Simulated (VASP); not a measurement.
Input of a VASP 6.6.1 run:

The input POSCAR:

```
Fe
1.0
   -1.4430000000      1.4430000000      1.4430000000
    1.4430000000     -1.4430000000      1.4430000000
    1.4430000000      1.4430000000     -1.4430000000
Fe
1
Direct
    0.0000000000      0.0000000000      0.0000000000
```

INCAR.step1

```
SYSTEM = Fe
PREC = Accurate ; ENCUT = 520
ISMEAR = 0 ; SIGMA = 0.05
LREAL = .False. ; LASPH = .True.
NELM = 150 ; ISPIN = 2
MAGMOM = 4 ; NUPDOWN = 4.0
LMAXMIX = 4 ; NBANDS = 14
GGA = PE ; ALGO = Normal
EDIFF = 1E-4 ; LWAVE = .True.
LCHARG = .False.
```

File INCAR.step2:

```
SYSTEM = Fe
PREC = Accurate ; ENCUT = 520
EDIFF = 1E-7 ; ISMEAR = 0
SIGMA = 0.05 ; LREAL = .False.
LASPH = .True. ; NELM = 150
ALGO = Normal ; ISIF = 2
LWAVE = .False. ; LCHARG = .False.
ISPIN = 2 ; MAGMOM = 4
LORBIT = 11 ; NUPDOWN = 4.0
LMAXMIX = 4 ; METAGGA = R2SCAN
LMIXTAU = .True. ; NBANDS = 14
ISTART = 1
```

KPOINTS

```
regular mesh
0
Gamma
  12 12 12
  0 0 0
```

Potentials or basis: VASP PAW PBE potentials, release 64 (Fe).

Launch:

```sh
$ cat potpaw_PBE.64/Fe/POTCAR > POTCAR
$ cp INCAR.step1 INCAR
$ mpirun -np 1 vasp_std > vasp.out
$ cp INCAR.step2 INCAR
$ mpirun -np 1 vasp_std > vasp.out
```

(1) What does it give for the pressure?

## Answers

(1) 46.3 GPa.

Caveat: the PAW data sets were made with another functional, which shifts forces and pressure a little; the total moment is fixed, so each spin has its own Fermi level.
